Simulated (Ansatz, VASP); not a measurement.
**NaCl: VASP beside Ansatz**

Contents of POSCAR:

```
NaCl
1.0
    0.0000000000      3.0872727859      3.0872727859
    3.0872727859      0.0000000000      3.0872727859
    3.0872727859      3.0872727859      0.0000000000
Na Cl
1 1
Direct
    0.0000000000      0.0000000000      0.0000000000
    0.2500000000      0.2500000000      0.2500000000
```

Contents of INCAR.step1:

```
SYSTEM = NaCl
PREC = Accurate
ENCUT = 520
ISMEAR = 0
SIGMA = 0.01
LREAL = .FALSE.
LASPH = .TRUE.
NELM = 80
NBANDS = 14
GGA = PE
ALGO = Normal
EDIFF = 1E-4
LWAVE = .TRUE.
LCHARG = .FALSE.
```

The input INCAR.step2:

```
SYSTEM = NaCl
PREC = Accurate
ENCUT = 520
EDIFF = 1E-7
ISMEAR = 0
SIGMA = 0.01
LREAL = .FALSE.
LASPH = .TRUE.
NELM = 80
ALGO = Normal
ISIF = 2
LWAVE = .FALSE.
LCHARG = .FALSE.
METAGGA = R2SCAN
LMIXTAU = .TRUE.
NBANDS = 14
ISTART = 1
```

Contents of KPOINTS:

```
Automatic mesh
0
G
  8 8 8
  0 0 0
```

Input for Ansatz:

```yaml
crystal:
  lattice:
    - [0.0, 3.0872727859, 3.0872727859]
    - [3.0872727859, 0.0, 3.0872727859]
    - [3.0872727859, 3.0872727859, 0.0]
  atoms:
    - { symbol: Na, position: [0.0, 0.0, 0.0] }
    - { symbol: Cl, position: [0.25, 0.25, 0.25] }
kpoints:
  mp_grid: { grid: [8, 8, 8] }
  band_path:
    path:
      - [0.0, 0.0, 0.0]
      - [-0.5, -0.5, 0.0]
      - [-0.375, -0.375, 0.25]
      - [-0.375, 0.0, 0.375]
      - [0.0, 0.0, 0.5]
      - [-0.5, -0.25, 0.25]
    npoints: 1
hamiltonian:
  xc: r2scan
scf:
  occupations: { method: fixed }
  n_extra_bands: 4
output:
  forces: true
  stress: true
  eigenvalues: true
  write_density: true
  write_potential: true
  elf: true
  volumetric_format: npy
```

Alike in both runs: task single point; functional r2SCAN; k mesh 8 × 8 × 8; no spin polarisation.

|  | VASP | Ansatz |
| --- | --- | --- |
| version | VASP 6.6.1 | Ansatz 0.2.0 |
| potentials or method | VASP PAW PBE potentials, release 64 (Na_pv, Cl) | plane waves, PAW |
| plane-wave cutoff (eV) | 520 | 500 |
| occupations | gaussian, width 0.01 eV | fixed |
| valence electrons in the cell | 14 | 16 |

```tsv
	VASP	Ansatz	Ansatz less VASP
gap on the k mesh at the Fermi level (eV)	5.57	5.55	-0.015
pressure (GPa)	-0.1	0.0	+0.15
```

VASP's potentials were made for PBE, not for r2SCAN. VASP's potentials hold 14 valence electrons a cell and Ansatz's 16, so a difference there can come from the potentials and not from the codes.
